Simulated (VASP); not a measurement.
# Al2O3 (P-3m1) in VASP: notebook, part 3 of 3

VASP 6.6.1. Earlier steps stand in the parts before.

## 6. Single point, PBE

This run uses another cell than the first one, of 11.95 Å³/atom, 0.969 times its volume.

Contents of INCAR:

```
PREC = Accurate
ENCUT = 520
EDIFF = 1E-7
ISMEAR = 0
SIGMA = 0.015
LREAL = F
LASPH = T
NELM = 100
ALGO = Normal
ISIF = 2
LWAVE = F
LCHARG = F
GGA = PE
NBANDS = 20
```

Contents of KPOINTS:

```
Automatic mesh
0
Gamma
  10 10 4
```

Contents of POSCAR:

```
Al2O3
1.0
    3.0174825440      0.0000000000      0.0000000000
   -1.5087412720      2.6132165386      0.0000000000
    0.0000000000      0.0000000000      7.5746360022
Al O
2 3
Direct
    0.0000000000      0.0000000000      0.7220490000
    0.0000000000      0.0000000000      0.2779510000
    0.0000000000      0.0000000000      0.5000000000
    0.6666666667      0.3333333333      0.8005460000
    0.3333333333      0.6666666667      0.1994540000
```

Potentials or basis: VASP PAW PBE potentials, release 64 (Al, O).

Run with:

```
$ cat potpaw_PBE.64/Al/POTCAR potpaw_PBE.64/O/POTCAR > POTCAR
$ mpirun -np 1 vasp_std > vasp.out
```

OUTCAR:

```text
PREC = Accurate
   ENCUT = 520
   EDIFF = 1E-7
   ISMEAR = 0
   LREAL = F
   LASPH = T
   NELM = 100
   ISIF = 2
   GGA = PE

 ion  position               nearest neighbor table
   1  0.000  0.000  0.722-   3 1.68   4 1.84   4 1.84   4 1.84   2 3.36
   2  0.000  0.000  0.278-   3 1.68   5 1.84   5 1.84   5 1.84   1 3.36
   3  0.000  0.000  0.500-   1 1.68   2 1.68
   4  0.667  0.333  0.801-   1 1.84   1 1.84   1 1.84
   5  0.333  0.667  0.199-   2 1.84   2 1.84   2 1.84

  LATTYP: Found a hexagonal cell.
 ALAT       =     3.0174825440
 C/A-ratio  =     2.5102501478

  Lattice vectors:

 A1 = (   3.0174825440,   0.0000000000,   0.0000000000)
 A2 = (  -1.5087412720,   2.6132165386,   0.0000000000)
 A3 = (   0.0000000000,   0.0000000000,   7.5746360022)

Analysis of symmetry for initial positions (statically):
=====================================================================
 Subroutine PRICEL returns:
 Original cell was already a primitive cell.

 Routine SETGRP: Setting up the symmetry group for a
[... 174 lines left out ...]

 E-fermi :   3.9820     XC(G=0):  -9.7007

 val. band max:        3.8603082882   @ k =   0.0000   0.0000   0.0000
 cond. band min:       6.1465024560   @ k =   0.0000   0.0000   0.0000
 fundamental gap:      2.2861941679
 Fermi energy:         3.9820473445

 k-point     1 :       0.0000    0.0000    0.0000
  band No.  band energies     occupation
      1     -15.7728      2.00000
      2     -15.5828      2.00000
      3     -13.0118      2.00000
      4      -1.9968      2.00000
      5      -0.6364      2.00000
      6       0.1166      2.00000
[... 541 lines left out ...]
     19      15.0935      0.00000
     20      17.1234      0.00000

 [... further k-points ...]

------------------------ aborting loop because EDIFF is reached ----------------------------------------

  FORCE on cell =-STRESS in cart. coord.  units (eV):
  Direction    XX          YY          ZZ          XY          YZ          ZX
  --------------------------------------------------------------------------------------
  -------------------------------------------------------------------------------------
  Total       -0.2653081     -0.2653081     -0.0787329      0.0000000      0.0000000      0.0000000
  in kB       -7.1167088     -7.1167088     -2.1119554      0.0000000      0.0000000      0.0000000
  external PRESSURE =      -5.4484576 kB  Pullay stress =       0.0000000 kB

 VOLUME and BASIS-vectors are now :
 -----------------------------------------------------------------------------
  energy-cutoff  :      520.00
  volume of cell :       59.73
      direct lattice vectors                 reciprocal lattice vectors
     3.017482544  0.000000000  0.000000000     0.331402083  0.191335082  0.000000000
    -1.508741272  2.613216539  0.000000000     0.000000000  0.382670163  0.000000000
     0.000000000  0.000000000  7.574636002     0.000000000  0.000000000  0.132019545

 POSITION                                       TOTAL-FORCE (eV/Angst)
 -----------------------------------------------------------------------------------
      0.00000      0.00000      5.46926        -0.000000     -0.000000     -0.075775
      0.00000      0.00000      2.10538         0.000000      0.000000      0.075775
      0.00000      0.00000      3.78732        -0.000000      0.000000      0.000000
      1.50874      0.87107      6.06384        -0.000000      0.000000     -0.091269
     -0.00000      1.74214      1.51079         0.000000      0.000000      0.091269
 -----------------------------------------------------------------------------------
    total drift:                                0.000000      0.000000     -0.000000

  FREE ENERGIE OF THE ION-ELECTRON SYSTEM (eV)
  ---------------------------------------------------
  free  energy   TOTEN  =       -36.1919544408 eV

  energy  without entropy=      -36.1919544408  energy(sigma->0) =      -36.19195444
```

Wall time 89 s (1 thread of AMD EPYC 7R43 (Zen 3), shared host); peak memory 0.17 GiB.

What came out:

* Free energy: -36.1920 eV
* Pressure: -0.5 GPa
* Largest force: 0.091 eV/Å
* Band gap on the k mesh: 2.29 eV, direct

Forces on the atoms (eV/Å):
```
Al   0.000  0.000 -0.076
Al   0.000  0.000  0.076
O    0.000  0.000  0.000
O    0.000  0.000 -0.091
O    0.000  0.000  0.091
```

Levels at points of the mesh, in eV from the valence-band top:
```tsv
k point	band 10	band 11	band 12	band 13	band 14	band 15
(0.00, 0.00, 0.00)	-2.35	0.00	0.00	2.29	4.27	7.35
(0.50, 0.00, 0.00)	-3.12	-1.76	-0.48	4.60	6.19	8.17
(0.00, 0.00, 0.50)	-3.11	0.00	0.00	3.24	3.31	8.12
(0.50, 0.00, 0.50)	-3.34	-1.70	-0.48	5.04	5.60	8.09
```

A k mesh can miss the band edges. As with any semilocal functional, this PBE gap is likely too small.

## 7. Overview

| task | level | potentials or basis | cell | cutoff (eV) | smearing | gap on the mesh (eV) | pressure (GPa) | largest force (eV/Å) |
| --- | --- | --- | --- | --- | --- | --- | --- | --- |
| single point | PBEsol | VASP PAW PBE potentials, release 64 (Al, O) | a = 2.988, b = 2.988, c = 7.972 Å, angles 90.0, 90.0, 120.0°, 5 atoms | 520 | fermi-dirac 0.05 eV | 2.39 | 0.3 | 0.09 |
| relaxation of cell and atoms | LDA | VASP PAW LDA potentials, release 64 (Al, O) | relaxed from a = 3.017, b = 3.017, c = 7.575 Å, angles 90.0, 90.0, 120.0°, 5 atoms | 600 | fermi-dirac 0.05 eV | 2.45 | 0.1 | 0.01 |
| single point | r2SCAN | VASP PAW PBE potentials, release 64 (Al, O) | a = 2.986, b = 2.986, c = 7.600 Å, angles 90.0, 90.0, 120.0°, 5 atoms | 520 | fermi-dirac 0.05 eV | 3.14 | 0.0 | 0.09 |
| single point | BLYP+D4 | VASP PAW PBE potentials, release 64 (Al, O) | a = 2.995, b = 2.995, c = 7.219 Å, angles 90.0, 90.0, 120.0°, 5 atoms | 520 | fermi-dirac 0.05 eV | 2.62 | 0.8 | 0.11 |
| single point | PBE | VASP PAW PBE potentials, release 64 (Al, O) | a = 3.017, b = 3.017, c = 7.575 Å, angles 90.0, 90.0, 120.0°, 5 atoms | 520 | gaussian 0.015 eV | 2.29 | -0.5 | 0.09 |

Alike in all rows: no spin polarisation; k mesh 10 × 10 × 4.

Caveats: the PAW data sets were made with another functional, which shifts forces and pressure a little (some runs).

Total energies depend on the potentials used, so only differences within one code and one set of settings carry meaning.
